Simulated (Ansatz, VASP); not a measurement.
**Rb3Si2 in VASP and in Ansatz**

The input INCAR:

```
PREC = Accurate
ENCUT = 520
EDIFF = 1E-7
ISMEAR = 0
SIGMA = 0.1
LREAL = F
LASPH = T
NELM = 100
ALGO = Normal
ISIF = 2
LWAVE = F
LCHARG = F
GGA = PE
NBANDS = 26
```

File KPOINTS:

```
regular mesh
0
Gamma
  6 6 2
```

Contents of POSCAR:

```
Rb3Si2
1.0
    4.1213552600      0.0000000000      0.0000000000
   -2.0606776300      3.5691983500      0.0000000000
    0.0000000000      0.0000000000      7.5102464600
Rb Si
3 2
Direct
    0.5000000000      0.0000000000      0.5000000000
    0.0000000000      0.5000000000      0.5000000000
    0.5000000000      0.5000000000      0.5000000000
    0.0000000000      0.0000000000      0.8513043900
    0.0000000000      0.0000000000      0.1486956100
```

Input for Ansatz:

```yaml
crystal:
  lattice:
    - [4.12135526, 0.0, 0.0]
    - [-2.06067763, 3.56919835, 0.0]
    - [0.0, 0.0, 7.51024646]
  atoms:
    - { symbol: Rb, position: [0.5, 0.0, 0.5] }
    - { symbol: Rb, position: [0.0, 0.5, 0.5] }
    - { symbol: Rb, position: [0.5, 0.5, 0.5] }
    - { symbol: Si, position: [0.0, 0.0, 0.85130439] }
    - { symbol: Si, position: [0.0, 0.0, 0.14869561] }
basis:
  ecutwfc: 420
kpoints:
  mp_grid: { grid: [6, 6, 2] }
hamiltonian:
  xc: pbe
scf:
  occupations: { method: gaussian, width: 0.1 }
  lower_state_search: "off"
output:
  forces: true
  stress: true
  eigenvalues: true
```

Alike in both runs: task single point; functional PBE; k mesh 6 × 6 × 2; occupations gaussian, width 0.1 eV; no spin polarisation.

```csv
,VASP,Ansatz
version,VASP 6.6.1,Ansatz 0.2.0
potentials or method,"VASP PAW PBE potentials, release 64 (Rb_sv, Si), cutoff 520 eV","scalar-relativistic, plane waves, PAW"
valence electrons in the cell,35,35
```

|  | VASP | Ansatz | Ansatz less VASP |
| --- | --- | --- | --- |
| gap on the k mesh at the Fermi level (eV) | none | none | - |
| rms of the force components (eV/Å) | 0.132 | 0.120 | -0.0116 |

Atom by atom the forces differ by 0.012 eV/Å (rms over components). A gap of «none» marks a metal or a gap that the smearing closes.

The k mesh is coarse, so the values compare programs but aren't converged.
